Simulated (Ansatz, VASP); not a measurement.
# TiC: VASP beside Ansatz

The input INCAR:

```
SYSTEM = TiC
ALGO = Normal
EDIFF = 1E-6
ENCUT = 520
GGA = PS
ISIF = 2
ISMEAR = -1
LASPH = .True.
LCHARG = .True.
LELF = .True.
LREAL = .False.
LVHAR = .True.
LWAVE = .False.
NBANDS = 15
NELM = 80
PREC = Accurate
SIGMA = 0.03
```

File KPOINTS:

```
k-points
0
Gamma
  16 16 16
  0 0 0
```

The input POSCAR:

```
TiC
1.0
    0.0000000000      2.1640000000      2.0990800000
    2.1640000000      0.0000000000      2.0990800000
    2.1640000000      2.1640000000      0.0000000000
Ti C
1 1
Direct
    0.0000000000      0.0000000000      0.0000000000
    0.5000000000      0.5000000000      0.5000000000
```

Input for Ansatz:

```yaml
crystal:
  lattice:
    - [0.0, 2.164, 2.09908]
    - [2.164, 0.0, 2.09908]
    - [2.164, 2.164, 0.0]
  atoms:
    - { symbol: Ti, position: [0.0, 0.0, 0.0] }
    - { symbol: C, position: [0.5, 0.5, 0.5] }
kpoints:
  mp_grid: { grid: [16, 16, 16] }
  band_path:
    path:
      - [0.0, 0.0, 0.0]
      - [0.0, 0.5, 0.5]
      - [0.25, 0.75, 0.5]
      - [0.0, 0.5, 0.0]
      - [0.0, 0.0, 0.0]
      - [0.5, 0.5, 0.0]
      - [0.3828515251, 0.6171484749, 0.0]
      - [-0.3828515251, 0.3828515251, 0.0]
      - [0.0, 0.0, 0.0]
    npoints: 5
scf:
  occupations: { method: fermi_dirac, width: 0.03 }
hamiltonian:
  xc: pbesol
  pseudopotentials: { kind: all_electron, lapw: { basis_error: 0.001 } }
output:
  forces: true
  stress: true
  eigenvalues: true
```

Change from the starting cell: zz strain of -3 %.

Alike in both runs: task single point; functional PBEsol; k mesh 16 × 16 × 16; occupations fermi-dirac, width 0.03 eV; no spin polarisation.

|  | VASP | Ansatz |
| --- | --- | --- |
| version | VASP 6.6.1 | Ansatz 0.2.0 |
| potentials or method | VASP PAW PBE potentials, release 64 (Ti_sv, C), cutoff 520 eV | all-electron LAPW, scalar-relativistic |

VASP gave:

```
pressure (GPa)                                                : 2.3
traceless stress, the component that is largest in VASP (GPa) : 9.39
```

Which values does Ansatz return?

Pressure (GPa): 2.1; traceless stress, the component that is largest in VASP (GPa): 9.37.

VASP's potentials were made for PBE, not for PBEsol. Ansatz ran all-electron here, and VASP with PAW potentials.
